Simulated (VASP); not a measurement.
Mo: single point with PBEsol

Mo:

```xyz
1
Lattice="2.7801 0.0000 0.0000 -0.9267 2.6211 0.0000 0.9267 1.3106 2.1460" Properties=species:S:1:pos:R:3 pbc="T T T"
Mo    0.0000    0.0000    0.0000
```

```yaml
Program: VASP 6.6.1
Task: single point
Functional: PBEsol
Potentials_or_basis: VASP PAW PBE potentials, release 64 (Mo_sv)
Cutoff: 520 eV
k_mesh: 13 × 13 × 16
Occupations: gaussian, width 0.1 eV
Spin: no spin polarisation
```

The pressure is -4.5 GPa and the band gap on the k mesh is zero (band 7 reaches 15.74 eV, above the bottom of band 8 at 11.28 eV).

Stress tensor (GPa, compression positive):
```
-8.29 -1.30  0.12
-1.30 -9.21  0.17
 0.12  0.17  3.97
```

Levels at points of the mesh, in eV from the Fermi level:
| k point | band 5 | band 6 | band 7 | band 8 | band 9 | band 10 |
| --- | --- | --- | --- | --- | --- | --- |
| (0.00, 0.00, 0.00) | -7.34 | -1.96 | -1.29 | -1.07 | 1.40 | 1.89 |
| (0.00, 0.00, 0.50) | -5.48 | -3.56 | 1.65 | 2.01 | 2.19 | 5.11 |

Wall time 2.8 min on 1 thread of Intel(R) Xeon(R) Platinum 8488C (Sapphire Rapids), on a shared host, peak memory 0.36 GiB.

Caveat: the PAW data sets were made with another functional, which shifts forces and pressure a little.
